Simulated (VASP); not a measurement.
# C in VASP: further runs, part 2 of 2

VASP 6.6.1.

**3. Single point, PBE**

Input file INCAR:

```
  PREC = Accurate
  ENCUT = 520
  EDIFF = 1E-6
  ISMEAR = 0
  SIGMA = 0.05
  LREAL = F
  LASPH = T
  NELM = 60
  ALGO = Normal
  ISIF = 2
  LWAVE = F
  LCHARG = F
  LDIPOL = T
  IDIPOL = 3
  DIPOL = 0.5 0.5 0.500
  GGA = PE
  NBANDS = 36
```

Input file KPOINTS:

```
regular mesh
0
Gamma
  12 12 1
```

Input file POSCAR:

```
C
1.0
    2.5254142366      0.0000000000      0.0000000000
   -1.2627071183      2.1870728840      0.0000000000
    0.0000000000      0.0000000000     25.8254584704
C
12
Direct
    0.3333333333      0.6666666667      0.2952015815
    0.0000000000      0.0000000000      0.3054573549
    0.0000000000      0.0000000000      0.3708297881
    0.6666666667      0.3333333333      0.3896537272
    0.6666666667      0.3333333333      0.4501535356
    0.3333333333      0.6666666667      0.4699829218
    0.3333333333      0.6666666667      0.5300170305
    0.0000000000      0.0000000000      0.5498464014
    0.0000000000      0.0000000000      0.6103462484
    0.6666666667      0.3333333333      0.6291701444
    0.6666666667      0.3333333333      0.6945427792
    0.3333333333      0.6666666667      0.7047984869
```

Potentials or basis: VASP PAW PBE potentials, release 64 (C).

On the command line:

```console
$ cat potpaw_PBE.64/C/POTCAR > POTCAR
$ mpirun -np 1 vasp_std > vasp.out
```

OUTCAR:

```text
PREC = Accurate
   ENCUT = 520
   EDIFF = 1E-6
   ISMEAR = 0
   LREAL = F
   LASPH = T
   NELM = 60
   ISIF = 2
   GGA = PE

 ion  position               nearest neighbor table
   1  0.333  0.667  0.295-   2 1.48   2 1.48   2 1.48
   2  0.000  0.000  0.305-   1 1.48   1 1.48   1 1.48   3 1.69
   3  0.000  0.000  0.371-   4 1.54   4 1.54   4 1.54   2 1.69
   4  0.667  0.333  0.390-   3 1.54   3 1.54   3 1.54   5 1.56
   5  0.667  0.333  0.450-   6 1.55   6 1.55   6 1.55   4 1.56
   6  0.333  0.667  0.470-   5 1.55   5 1.55   5 1.55   7 1.55
   7  0.333  0.667  0.530-   8 1.55   8 1.55   8 1.55   6 1.55
   8  0.000  0.000  0.550-   7 1.55   7 1.55   7 1.55   9 1.56
   9  0.000  0.000  0.610-  10 1.54  10 1.54  10 1.54   8 1.56
  10  0.667  0.333  0.629-   9 1.54   9 1.54   9 1.54  11 1.69
  11  0.667  0.333  0.695-  12 1.48  12 1.48  12 1.48  10 1.69
  12  0.333  0.667  0.705-  11 1.48  11 1.48  11 1.48

  LATTYP: Found a hexagonal cell.
 ALAT       =     2.5254142366
 C/A-ratio  =    10.2262266903

  Lattice vectors:

 A1 = (   2.5254142366,   0.0000000000,   0.0000000000)
 A2 = (  -1.2627071183,   2.1870728840,   0.0000000000)
 A3 = (   0.0000000000,   0.0000000000,  25.8254584704)

Analysis of symmetry for initial positions (statically):
=====================================================================
 Subroutine PRICEL returns:
 Original cell was already a primitive cell.

 Routine SETGRP: Setting up the symmetry group for a
 hexagonal supercell.

 Subroutine GETGRP returns: Found 12 space group operations
 (whereof  6 operations were pure point group operations)
 out of a pool of 24 trial point group operations.

The static configuration has the point symmetry C_3v.
 The point group associated with its full space group is D_3d.

Analysis of symmetry for dynamics (positions and initial velocities):
=====================================================================
 Subroutine PRICEL returns:
 Original cell was already a primitive cell.

 Routine SETGRP: Setting up the symmetry group for a
 hexagonal supercell.

 Subroutine GETGRP returns: Found 12 space group operations
 (whereof  6 operations were pure point group operations)
 out of a pool of 24 trial point group operations.

The dynamic configuration has the point symmetry C_3v.
 The point group associated with its full space group is D_3d.

 Subroutine INISYM returns: Found 12 space group operations
 (whereof  6 operations are pure point group operations),
 and found     1 'primitive' translations

----------------------------------------------------------------------------------------

                                     Primitive cell

  volume of cell :     142.6409

  direct lattice vectors                    reciprocal lattice vectors
     2.525414237  0.000000000  0.000000000     0.395974643  0.228616067  0.000000000
    -1.262707118  2.187072884  0.000000000     0.000000000  0.457232133  0.000000000
     0.000000000  0.000000000 25.825458470     0.000000000  0.000000000  0.038721481

  length of vectors
     2.525414237  2.525414237 25.825458470     0.457232133  0.457232133  0.038721481

  position of ions in fractional coordinates (direct lattice)
     0.333333333  0.666666667  0.295201582
     0.000000000  0.000000000  0.305457355
[... 82 lines left out ...]
   PREC   = accura    normal or accurate (medium, high low for compatibility)
   ISTART =      0    job   : 0-new  1-cont  2-samecut
   ICHARG =      2    charge: 1-file 2-atom 10-const
   ISPIN  =      1    spin polarized calculation?
   LNONCOLLINEAR =      F non collinear calculations
   LSORBIT =      F    spin-orbit coupling
   LASPH  =      T    aspherical Exc in radial PAW
   ENCUT  =  520.0 eV  38.22 Ry    6.18 a.u.   4.70  4.70 48.02*2*pi/ulx,y,z
   NELM   =     60;   NELMIN=  2; NELMDL= -5     # of ELM steps
   EDIFF  = 0.1E-05   stopping-criterion for ELM
   LREAL  =      F    real-space projection
   EDIFFG = 0.1E-04   stopping-criterion for IOM
   NSW    =      0    number of steps for IOM
   IBRION =     -1    ionic relax: 0-MD 1-quasi-New 2-CG
   NFREE  =      0    steps in history (QN), initial steepest desc. (CG)
   ISIF   =      2    stress and relaxation
   ISYM   =      2    0-nonsym 1-usesym 2-fastsym
   POTIM  = 0.5000    time-step for ionic-motion
   TEBEG  =    0.0;   TEEND  =   0.0 temperature during run
   PSTRESS=    0.0 pullay stress
   NELECT =      48.0000    total number of electrons
   NUPDOWN=      -1.0000    fix difference up-down
   EMIN   =  10.00;   EMAX   =-10.00  energy-range for DOS
   EFERMI =   0.00;   METHOD = LEGACY
   ISMEAR =     0;   SIGMA  =   0.05  broadening in eV -4-tet -1-fermi 0-gaus
   EFERMI_NEDOS =   21; number of points for ismear=-14 and -15
   IALGO  =     38    algorithm
   IMIX   =      4    mixing-type and parameters
     AMIX     =   0.40;   BMIX     =  1.00
     AMIX_MAG =   1.60;   BMIX_MAG =  1.00
  volume/ion in A,a.u.               =      11.89        80.22
  Fermi-wavevector in a.u.,A,eV,Ry     =   1.138695  2.151821 17.641660  1.296625
  Thomas-Fermi vector in A             =   2.275399
   LORBIT       =      0    0 simple, 1 ext, 2 COOP (PROOUT), +10 PAW based schemes
   GGA     = PE    functional components
   LHFCALC =     F    Hartree Fock is set to
   AEXX    =    0.0000 exact exchange contribution
   IVDW    =     0    specifies the selected vdW correction
   LEPSILON=     F    determine dielectric tensor
   LRPA    =     F    only Hartree local field effects (RPA)
 non-spin polarized calculation
 Gauss-broadening in eV      SIGMA  =   0.05
  energy-cutoff  :      520.00
  volume of cell :      142.64
 maximum number of plane-waves:      3889
 NGX is ok and might be reduce to    20
   NGX =  9   NGY =  9   NGZ = 97

 dipolmoment           0.000000      0.000000     -0.000000 electrons x Angstroem

 number of electron      47.9999999 magnetization

 dipolmoment           0.000000      0.000000      0.000082 electrons x Angstroem

 Free energy of the ion-electron system (eV)
  ---------------------------------------------------
  ext. energy  EPLUGINS =         0.00000000
  ---------------------------------------------------
  free energy    TOTEN  =      -105.21372318 eV

  energy without entropy =     -105.20876960  energy(sigma->0) =     -105.21124639

 E-fermi :   2.8513     XC(G=0):  -6.9606

 val. band max:        2.8436242590   @ k =   0.3333   0.0000   0.0000
 cond. band min:       2.8838650719   @ k =   0.3333   0.0000   0.0000
 fundamental gap:      0.0402408130
 Fermi energy:         2.8513452799

 k-point     1 :       0.0000    0.0000    0.0000
  band No.  band energies     occupation
      1     -20.3284      2.00000
      2     -19.5343      2.00000
      3     -18.5256      2.00000
      4     -17.3775      2.00000
      5     -16.0447      2.00000
      6     -14.9291      2.00000
[... 730 lines left out ...]
     35      13.6563      0.00000
     36      13.6582      0.00000

------------------------ aborting loop because EDIFF is reached ----------------------------------------

 vacuum level on the upper side and lower side of the slab       (xc-potential included)        -0.131        -0.133

  FORCE on cell =-STRESS in cart. coord.  units (eV):
  Direction    XX          YY          ZZ          XY          YZ          ZX
  --------------------------------------------------------------------------------------
  -------------------------------------------------------------------------------------
  Total        0.1557378      0.1557378      0.1352757      0.0000000      0.0000000     -0.0000000
  in kB        1.7492856      1.7492856      1.5194504      0.0000000      0.0000000     -0.0000000
  external PRESSURE =       1.6726739 kB  Pullay stress =       0.0000000 kB

 VOLUME and BASIS-vectors are now :
 -----------------------------------------------------------------------------
  energy-cutoff  :      520.00
  volume of cell :      142.64
      direct lattice vectors                 reciprocal lattice vectors
     2.525414237  0.000000000  0.000000000     0.395974643  0.228616067  0.000000000
    -1.262707118  2.187072884  0.000000000     0.000000000  0.457232133  0.000000000
     0.000000000  0.000000000 25.825458470     0.000000000  0.000000000  0.038721481

 POSITION                                       TOTAL-FORCE (eV/Angst)
 -----------------------------------------------------------------------------------
     -0.00000      1.45805      7.62372        -0.000000      0.000000     -0.012896
      0.00000      0.00000      7.88858        -0.000000      0.000000      0.004161
      0.00000      0.00000      9.57685         0.000000      0.000000     -0.021861
      1.26271      0.72902     10.06299        -0.000000      0.000000      0.004110
      1.26271      0.72902     11.62542        -0.000000      0.000000      0.000323
     -0.00000      1.45805     12.13752         0.000000     -0.000000      0.000581
     -0.00000      1.45805     13.68793        -0.000000      0.000000     -0.000581
      0.00000      0.00000     14.20004         0.000000     -0.000000     -0.000323
      0.00000      0.00000     15.76247         0.000000      0.000000     -0.004110
      1.26271      0.72902     16.24861        -0.000000      0.000000      0.021861
      1.26271      0.72902     17.93689         0.000000     -0.000000     -0.004161
     -0.00000      1.45805     18.20174        -0.000000     -0.000000      0.012896
 -----------------------------------------------------------------------------------
    total drift:                                0.000000      0.000000      0.015805

  FREE ENERGIE OF THE ION-ELECTRON SYSTEM (eV)
  ---------------------------------------------------
  free  energy   TOTEN  =      -105.2137231760 eV

  energy  without entropy=     -105.2087695967  energy(sigma->0) =     -105.21124639

 vacuum level on the upper side and lower side of the slab         7.473         7.470
```

Run time: 2.4 min. Hardware: 1 thread of Intel Xeon Platinum 8259CL at 2.50GHz (Skylake/Cascade Lake), shared host; peak memory 0.27 GiB.

What came out:

* Free energy: -105.2137 eV
* Largest force: 0.022 eV/Å
* Band gap on the k mesh: zero (bands 24 and 25 overlap by 0.71 eV)

Forces in eV/Å, atoms in the order of the input:
```
C    0.000  0.000 -0.013
C    0.000  0.000  0.004
C    0.000  0.000 -0.022
C    0.000  0.000  0.004
C    0.000  0.000  0.000
C    0.000  0.000  0.001
C    0.000  0.000 -0.001
C    0.000  0.000  0.000
C    0.000  0.000 -0.004
C    0.000  0.000  0.022
C    0.000  0.000 -0.004
C    0.000  0.000  0.013
```

The gap in the log of VASP goes by the Fermi energy; the results here count the filled bands.